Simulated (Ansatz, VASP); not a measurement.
**MoS2 in VASP and in Ansatz**

Contents of POSCAR:

```
MoS2
1.0
    1.6063642348      0.9274348234      6.1954663772
   -1.6063642348      0.9274348234      6.1954663772
    0.0000000000     -1.8548696467      6.1954663772
Mo S
1 2
Direct
    0.0000000000      0.0000000000      0.0000000000
    0.2500000000      0.2500000000      0.2500000000
    0.7500000000      0.7500000000      0.7500000000
```

The input INCAR.step1:

```
ALGO = Normal ; EDIFF = 1E-4
ENCUT = 520 ; GGA = PE
ISMEAR = -1 ; LASPH = True
LCHARG = False ; LREAL = False
LWAVE = True ; NBANDS = 20
NELM = 100 ; PREC = Accurate
SIGMA = 0.05
```

File INCAR.step2:

```
ALGO = Normal ; EDIFF = 1E-6
ENCUT = 520 ; ISIF = 2
ISMEAR = -1 ; ISTART = 1
LASPH = True ; LCHARG = False
LMIXTAU = True ; LREAL = False
LWAVE = False ; METAGGA = R2SCAN
NBANDS = 20 ; NELM = 100
PREC = Accurate ; SIGMA = 0.05
```

Contents of KPOINTS:

```
k-points
0
Gamma
  10 10 10
```

The input input.yaml:

```yaml
crystal:
  lattice:
    - [1.6063642348, 0.9274348234, 6.1954663772]
    - [-1.6063642348, 0.9274348234, 6.1954663772]
    - [0.0, -1.8548696467, 6.1954663772]
  atoms:
    - { symbol: Mo, position: [0.0, 0.0, 0.0] }
    - { symbol: S, position: [0.25, 0.25, 0.25] }
    - { symbol: S, position: [0.75, 0.75, 0.75] }
hamiltonian:
  xc: r2scan
  pseudopotentials: { kind: paw }
kpoints:
  mp_grid: { grid: [10, 10, 10] }
scf:
  occupations: { method: fermi_dirac, width: 0.05 }
output:
  forces: true
  stress: true
  eigenvalues: true
  write_density: true
  write_potential: true
  elf: true
  volumetric_format: npy
```

Alike in both runs: task single point; functional r2SCAN; k mesh 10 × 10 × 10; occupations fermi-dirac, width 0.05 eV; no spin polarisation.

```csv
,VASP,Ansatz
version,VASP 6.6.1,Ansatz 0.2.0
potentials or method,"VASP PAW PBE potentials, release 64 (Mo_sv, S)",Ansatz PAW
plane-wave cutoff (eV),520,500
valence electrons in the cell,26,26
```

VASP gave:

* gap on the k mesh at the Fermi level (eV): none
* pressure (GPa): 0.9
* traceless stress, the component that is largest in VASP (GPa): 0.67
* rms of the force components (eV/Å): 0.058

Which values does Ansatz return?

gap on the k mesh at the Fermi level (eV): none; pressure (GPa): 0.8; traceless stress, the component that is largest in VASP (GPa): 0.69; rms of the force components (eV/Å): 0.056.

VASP's potentials were made for PBE, not for r2SCAN. Atom by atom the forces differ by 0.003 eV/Å (rms over components). A gap of «none» marks a metal or a gap that the smearing closes. The functional is the same, so the differences come from potentials, cutoffs and numerics.
